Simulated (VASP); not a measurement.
# BaCd3Se4 (P6/mmm) in VASP: a series of runs

Runs on BaCd3Se4. Level: PBE. Tasks: relaxation of cell and atoms.

All numbers are computed with VASP 6.6.1; they aren't measurements. Logs are shortened: lines on timing, memory, paths and dates and some standing lists are left out, and cuts for length are marked.

**1. The cell of the first run**

Symmetry: P6/mmm, No. 191, hexagonal system. Conventional cell: a = 7.290 Å, b = 7.290 Å, c = 5.628 Å, α = 90.00°, β = 90.00°, γ = 120.00°. Ba (site symmetry 6/mmm) has 8 Se at 2.81 to 3.65 Å within 3.7 Å. Within 3.7 Å of Cd (site symmetry mmm) lie 4 Se at 2.81 to 3.65 Å and 4 Cd at 3.65 Å. Within 3.7 Å of Se (site symmetry mmm) lie 2 Cd at 2.81 Å and 4 Se at 3.65 Å and 2 Ba at 3.65 Å. Within 3.7 Å of Se (site symmetry 6/mmm) lie 2 Ba at 2.81 Å and 6 Cd at 3.65 Å.

The cell was generated, and may not be a known phase.

**2. Relaxation of cell and atoms, PBE**

The input, INCAR:

```
SYSTEM = BaCd3Se4
PREC = Accurate ; ENCUT = 600
EDIFF = 1E-7 ; ISMEAR = 0
SIGMA = 0.15 ; LREAL = .False.
LASPH = .True. ; NELM = 80
ALGO = Normal ; ISIF = 3
LWAVE = .False. ; LCHARG = .False.
GGA = PE ; IBRION = 2
NSW = 36 ; EDIFFG = -0.08
```

The input, KPOINTS:

```
Automatic mesh
0
Gamma
  2 2 2
  0 0 0
```

The input, POSCAR:

```
BaCd3Se4
1.0
    7.2902850200      0.0000000000      0.0000000000
   -3.6451425100      6.3135720200      0.0000000000
    0.0000000000      0.0000000000      5.6282994400
Ba Cd Se
1 3 4
Direct
    0.0000000000      0.0000000000      0.0000000000
    0.5000000000      0.0000000000      0.5000000000
    0.0000000000      0.5000000000      0.5000000000
    0.5000000000      0.5000000000      0.5000000000
    0.5000000000      0.0000000000      0.0000000000
    0.0000000000      0.5000000000      0.0000000000
    0.5000000000      0.5000000000      0.0000000000
    0.0000000000      0.0000000000      0.5000000000
```

Potentials or basis: VASP PAW PBE potentials, release 64 (Ba_sv, Cd, Se).

Launch:

```bash
> cat potpaw_PBE.64/Ba_sv/POTCAR potpaw_PBE.64/Cd/POTCAR potpaw_PBE.64/Se/POTCAR > POTCAR
> mpirun -np 1 vasp_std > vasp.out
```

OUTCAR:

```text
SYSTEM = BaCd3Se4
   PREC = Accurate
   ENCUT = 600
   EDIFF = 1E-7
   ISMEAR = 0
   LREAL = .False.
   LASPH = .True.
   NELM = 80
   ISIF = 3
   GGA = PE
   IBRION = 2
   NSW = 36
   EDIFFG = -0.08

 ion  position               nearest neighbor table
   1  0.000  0.000  0.000-   8 2.81   8 2.81   6 3.65   7 3.65   6 3.65   7 3.65   5 3.65   5 3.65

   2  0.500  0.000  0.500-   5 2.81   5 2.81   3 3.65   4 3.65   4 3.65   3 3.65
   3  0.000  0.500  0.500-   6 2.81   6 2.81   2 3.65   2 3.65   4 3.65   4 3.65
   4  0.500  0.500  0.500-   7 2.81   7 2.81   2 3.65   2 3.65   3 3.65   3 3.65
   5  0.500  0.000  0.000-   2 2.81   2 2.81   1 3.65   1 3.65
   6  0.000  0.500  0.000-   3 2.81   3 2.81   1 3.65   1 3.65
   7  0.500  0.500  0.000-   4 2.81   4 2.81   1 3.65   1 3.65
   8  0.000  0.000  0.500-   1 2.81   1 2.81

  LATTYP: Found a hexagonal cell.
 ALAT       =     7.2902850200
 C/A-ratio  =     0.7720273521

  Lattice vectors:

 A1 = (   7.2902850200,   0.0000000000,   0.0000000000)
 A2 = (  -3.6451425100,   6.3135720200,   0.0000000000)
 A3 = (   0.0000000000,   0.0000000000,   5.6282994400)

Analysis of symmetry for initial positions (statically):
=====================================================================
 Subroutine PRICEL returns:
 Original cell was already a primitive cell.

 Routine SETGRP: Setting up the symmetry group for a
 hexagonal supercell.

 Subroutine GETGRP returns: Found 24 space group operations
 (whereof 24 operations were pure point group operations)
 out of a pool of 24 trial point group operations.

The static configuration has the point symmetry D_6h.

Analysis of symmetry for dynamics (positions and initial velocities):
=====================================================================
 Subroutine PRICEL returns:
 Original cell was already a primitive cell.

 Routine SETGRP: Setting up the symmetry group for a
 hexagonal supercell.

 Subroutine GETGRP returns: Found 24 space group operations
 (whereof 24 operations were pure point group operations)
 out of a pool of 24 trial point group operations.

The dynamic configuration has the point symmetry D_6h.

 Subroutine INISYM returns: Found 24 space group operations
 (whereof 24 operations are pure point group operations),
 and found     1 'primitive' translations

----------------------------------------------------------------------------------------

                                     Primitive cell

  volume of cell :     259.0579

  direct lattice vectors                    reciprocal lattice vectors
     7.290285020  0.000000000  0.000000000     0.137168848  0.079194472  0.000000000
    -3.645142510  6.313572020  0.000000000     0.000000000  0.158388943  0.000000000
     0.000000000  0.000000000  5.628299440     0.000000000  0.000000000  0.177673560

  length of vectors
     7.290285020  7.290285013  5.628299440     0.158388943  0.158388943  0.177673560

  position of ions in fractional coordinates (direct lattice)
     0.000000000  0.000000000  0.000000000
     0.500000000  0.000000000  0.500000000
     0.000000000  0.500000000  0.500000000
     0.500000000  0.500000000  0.500000000
     0.500000000  0.000000000  0.000000000
     0.000000000  0.500000000  0.000000000
     0.500000000  0.500000000  0.000000000
     0.000000000  0.000000000  0.500000000

  ion indices of the primitive-cell ions
   primitive index   ion index
                 1           1
                 2           2
                 3           3
                 4           4
                 5           5
                 6           6
                 7           7
                 8           8

----------------------------------------------------------------------------------------

 KPOINTS: Automatic mesh

Automatic generation of k-mesh.
 Grid dimensions read from file:
 generate k-points for:    2    2    2

 Generating k-lattice:

  Cartesian coordinates                     Fractional coordinates (reciprocal lattice)
     0.068584424  0.039597236  0.000000000     0.500000000  0.000000000  0.000000000
     0.000000000  0.079194472  0.000000000     0.000000000  0.500000000  0.000000000
     0.000000000  0.000000000  0.088836780     0.000000000  0.000000000  0.500000000

  Length of vectors
     0.079194472  0.079194472  0.088836780

  Shift w.r.t. Gamma in fractional coordinates (k-lattice)
     0.000000000  0.000000000  0.000000000

 Subroutine IBZKPT returns following result:
 ===========================================

 Found      4 irreducible k-points:

 Following reciprocal coordinates:
            Coordinates               Weight
  0.000000  0.000000  0.000000      1.000000
  0.500000  0.000000  0.000000      3.000000
  0.000000  0.000000  0.500000      1.000000
  0.500000  0.000000  0.500000      3.000000
   k-points           NKPTS =      4   k-points in BZ     NKDIM =      4   number of bands    NBANDS=     42
   number of dos      NEDOS =    301   number of ions     NIONS =      8
   total plane-waves  NPLWV = 172800
   dimension x,y,z NGX =    60 NGY =   60 NGZ =   48
   dimension x,y,z NGXF=   120 NGYF=  120 NGZF=   96
   ions per type =               1   3   4
   NGX,Y,Z   is equivalent  to a cutoff of  13.68, 13.68, 14.18 a.u.
   NGXF,Y,Z  is equivalent  to a cutoff of  27.36, 27.36, 28.36 a.u.
 SYSTEM =  BaCd3Se4
   PREC   = accura    normal or accurate (medium, high low for compatibility)
   ISTART =      0    job   : 0-new  1-cont  2-samecut
   ICHARG =      2    charge: 1-file 2-atom 10-const
   ISPIN  =      1    spin polarized calculation?
   LNONCOLLINEAR =      F non collinear calculations
   LSORBIT =      F    spin-orbit coupling
   LASPH  =      T    aspherical Exc in radial PAW
   ENCUT  =  600.0 eV  44.10 Ry    6.64 a.u.  14.56 14.56 11.24*2*pi/ulx,y,z
   NELM   =     80;   NELMIN=  2; NELMDL= -5     # of ELM steps
   EDIFF  = 0.1E-06   stopping-criterion for ELM
   LREAL  =      F    real-space projection
   EDIFFG = -.8E-01   stopping-criterion for IOM
   NSW    =     36    number of steps for IOM
   IBRION =      2    ionic relax: 0-MD 1-quasi-New 2-CG
   NFREE  =      1    steps in history (QN), initial steepest desc. (CG)
   ISIF   =      3    stress and relaxation
   ISYM   =      2    0-nonsym 1-usesym 2-fastsym
   POTIM  = 0.5000    time-step for ionic-motion
   TEBEG  =    0.0;   TEEND  =   0.0 temperature during run
   PSTRESS=    0.0 pullay stress
   NELECT =      70.0000    total number of electrons
   NUPDOWN=      -1.0000    fix difference up-down
   EMIN   =  10.00;   EMAX   =-10.00  energy-range for DOS
   EFERMI =   0.00;   METHOD = LEGACY
   ISMEAR =     0;   SIGMA  =   0.15  broadening in eV -4-tet -1-fermi 0-gaus
   EFERMI_NEDOS =   21; number of points for ismear=-14 and -15
   IALGO  =     38    algorithm
   IMIX   =      4    mixing-type and parameters
     AMIX     =   0.40;   BMIX     =  1.00
     AMIX_MAG =   1.60;   BMIX_MAG =  1.00
  volume/ion in A,a.u.               =      32.38       218.53
  Fermi-wavevector in a.u.,A,eV,Ry     =   1.058381  2.000049 15.240833  1.120170
  Thomas-Fermi vector in A             =   2.193688
   LORBIT       =      0    0 simple, 1 ext, 2 COOP (PROOUT), +10 PAW based schemes
   GGA     = PE    functional components
   LHFCALC =     F    Hartree Fock is set to
   AEXX    =    0.0000 exact exchange contribution
   IVDW    =     0    specifies the selected vdW correction
   LEPSILON=     F    determine dielectric tensor
   LRPA    =     F    only Hartree local field effects (RPA)
 conjugate gradient relaxation of ions
 non-spin polarized calculation
 Gauss-broadening in eV      SIGMA  =   0.15
  energy-cutoff  :      600.00
  volume of cell :      259.06
 maximum number of plane-waves:      8693
 NGX is ok and might be reduce to    60
   NGX = 29   NGY = 29   NGZ = 23

--------------------------------------- Ionic step        1  -------------------------------------------

 number of electron      70.0000021 magnetization

 Free energy of the ion-electron system (eV)
  ---------------------------------------------------
  ext. energy  EPLUGINS =         0.00000000
  ---------------------------------------------------
  free energy    TOTEN  =       -20.88582372 eV

  energy without entropy =      -20.79019210  energy(sigma->0) =      -20.83800791

------------------------ aborting loop because EDIFF is reached ----------------------------------------

  FORCE on cell =-STRESS in cart. coord.  units (eV):
  Direction    XX          YY          ZZ          XY          YZ          ZX
  --------------------------------------------------------------------------------------
  -------------------------------------------------------------------------------------
  Total       -5.5121268     -5.5121268      2.9457060      0.0000000      0.0000000      0.0000000
  in kB      -34.0904664    -34.0904664     18.2181023      0.0000000      0.0000000      0.0000000
  external PRESSURE =     -16.6542768 kB  Pullay stress =       0.0000000 kB
[... 195 lines left out ...]
  energy  without entropy=      -21.8321633192  energy(sigma->0) =      -21.85915442

--------------------------------------- Ionic step        6  -------------------------------------------

 number of electron      69.9999989 magnetization

 Free energy of the ion-electron system (eV)
  ---------------------------------------------------
  ext. energy  EPLUGINS =         0.00000000
  ---------------------------------------------------
  free energy    TOTEN  =       -21.89721124 eV

  energy without entropy =      -21.83689493  energy(sigma->0) =      -21.86705308

 E-fermi :   2.5025     XC(G=0):  -9.4719

 val. band max:        2.4365502013   @ k =   0.5000   0.0000   0.0000
 cond. band min:       2.6561501539   @ k =   0.0000   0.0000   0.0000
 fundamental gap:      0.2195999526
 Fermi energy:         2.5024809819

 k-point     1 :       0.0000    0.0000    0.0000
  band No.  band energies     occupation
      1     -24.4605      2.00000
      2     -10.9300      2.00000
      3      -9.9769      2.00000
      4      -9.9226      2.00000
      5      -9.9226      2.00000
      6      -9.8730      2.00000
[... 34 lines left out ...]
     41       5.0267      0.00000
     42       6.5398      0.00000

 k-point     2 :       0.5000    0.0000    0.0000
  band No.  band energies     occupation
      1     -24.4594      2.00000
      2     -11.1445      2.00000
      3     -10.3508      2.00000
      4     -10.1512      2.00000
      5      -9.9743      2.00000
      6      -9.8020      2.00000
[... 34 lines left out ...]
     41       6.4395      0.00000
     42       6.6193      0.00000

 k-point     3 :       0.0000    0.0000    0.5000
  band No.  band energies     occupation
      1     -24.4590      2.00000
      2     -10.9510      2.00000
      3     -10.8628      2.00000
      4      -9.9193      2.00000
      5      -9.9193      2.00000
      6      -9.5327      2.00000
[... 34 lines left out ...]
     41       6.2290      0.00000
     42       6.2290      0.00000

 k-point     4 :       0.5000    0.0000    0.5000
  band No.  band energies     occupation
      1     -24.4579      2.00000
      2     -11.1050      2.00000
      3     -10.9197      2.00000
      4     -10.3243      2.00000
      5     -10.0744      2.00000
      6      -9.0133      2.00000
[... 69 lines left out ...]
  FREE ENERGIE OF THE ION-ELECTRON SYSTEM (eV)
  ---------------------------------------------------
  free  energy   TOTEN  =       -21.8972112394 eV

  energy  without entropy=      -21.8368949269  energy(sigma->0) =      -21.86705308

 reached required accuracy - stopping structural energy minimisation
```

It took 10 min on 1 thread of Intel Xeon Platinum 8375C at 2.90GHz (Ice Lake), shared host; peak memory 0.48 GiB.

What came out:

```yaml
Free_energy: -21.8972 eV
Relaxed_volume: 27.55 Å³/atom
Relaxed_cell: a = 6.476 Å, b = 6.476 Å, c = 6.068 Å, α = 90.00°, β = 90.00°, γ = 120.00°
Space_group_after_relaxing_to_0.1_Å: P6/mmm (No. 191)
Energy_gained_by_relaxing: 126.4 meV/atom
Ionic_steps: 6
Pressure_after_relaxing: -0.3 GPa
Band_gap_on_the_k_mesh: zero (bands 35 and 36 overlap by 0.29 eV)
```

The path:
```tsv
step	energy change (eV)	largest force (eV/Å)	pressure (GPa)	volume (Å³)
1	0.0000	0.0000	-1.67	259.06
2	-0.4081	0.0000	-1.86	246.42
3	-0.9541	0.0000	1.99	208.59
4	-0.9995	0.0000	0.41	217.42
5	-1.0003	0.0000	0.65	216.04
6	-1.0114	0.0000	-0.32	220.38
```

Final structure:
```
CELL_PARAMETERS angstrom
6.47581 0.00000 0.00000
-3.23790 5.60821 0.00000
0.00000 0.00000 6.06799
ATOMIC_POSITIONS crystal
Ba 0.00000 0.00000 0.00000
Cd 0.50000 0.00000 0.50000
Cd 0.00000 0.50000 0.50000
Cd 0.50000 0.50000 0.50000
Se 0.50000 0.00000 0.00000
Se 0.00000 0.50000 0.00000
Se 0.50000 0.50000 0.00000
Se 0.00000 0.00000 0.50000
```

Caveat: the k points lie up to 0.56 Å⁻¹ apart in the final cell; semilocal functionals underestimate gaps, and a narrow one can read as zero; spin-orbit coupling is left out, which moves the levels of the heavy elements.

(Part 1 of 2 ends here.)

The gap in the log of VASP goes by the Fermi energy; the results here count the filled bands.